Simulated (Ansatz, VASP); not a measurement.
AlN: VASP beside Ansatz

The input INCAR:

```
PREC = Accurate ; ENCUT = 520
EDIFF = 1E-8 ; ISMEAR = -1
SIGMA = 0.02 ; LREAL = False
LASPH = True ; NELM = 120
ALGO = Normal ; ISIF = 2
LWAVE = False ; LCHARG = False
GGA = PE ; LEFG = True
NBANDS = 11 ; GGA_COMPAT = False
```

Contents of KPOINTS:

```
Automatic mesh
0
Gamma
  10 10 10
```

POSCAR

```
AlN
1.0
    0.0000000000      1.9780000000      1.9977800000
    1.9780000000      0.0000000000      1.9977800000
    1.9780000000      1.9780000000      0.0000000000
Al N
1 1
Direct
    0.0000000000      0.0000000000      0.0000000000
    0.5000000000      0.5000000000      0.5000000000
```

Input for Ansatz:

```yaml
crystal:
  lattice:
    - [0.0, 1.978, 1.99778]
    - [1.978, 0.0, 1.99778]
    - [1.978, 1.978, 0.0]
  atoms:
    - { symbol: Al, position: [0.0, 0.0, 0.0] }
    - { symbol: "N", position: [0.5, 0.5, 0.5] }
kpoints:
  mp_grid: { grid: [10, 10, 10] }
scf:
  occupations: { method: fermi_dirac, width: 0.02 }
hamiltonian:
  xc: pbe
  pseudopotentials: { kind: paw }
output:
  forces: true
  stress: true
  eigenvalues: true
  efg: { contact_densities: true }
```

Change from the starting cell: zz strain of +1 %, PAW files.

Alike in both runs: task electric field gradients; functional PBE; k mesh 10 × 10 × 10; occupations fermi-dirac, width 0.02 eV; no spin polarisation.

|  | VASP | Ansatz |
| --- | --- | --- |
| version | VASP 6.6.1 | Ansatz 0.2.0 |
| potentials or method | VASP PAW PBE potentials, release 64 (Al, N) | PAW with Ansatz's default frozen-core files, scalar-relativistic |
| plane-wave cutoff (eV) | 520 | 420 |
| valence electrons in the cell | 8 | 8 |

VASP gave:

| Quantity | Value |
| --- | --- |
| gap on the k mesh at the Fermi level (eV) | 5.08 |
| pressure (GPa) | 21.9 |
| traceless stress, the component that is largest in VASP (GPa) | -2.59 |
| size of Vzz on the site where it differs most (V/Å²) | 4.0 |

Which values does Ansatz return?

gap on the k mesh at the Fermi level (eV): 5.10; pressure (GPa): 22.2; traceless stress, the component that is largest in VASP (GPa): -2.60; size of Vzz on the site where it differs most (V/Å²): 3.8.
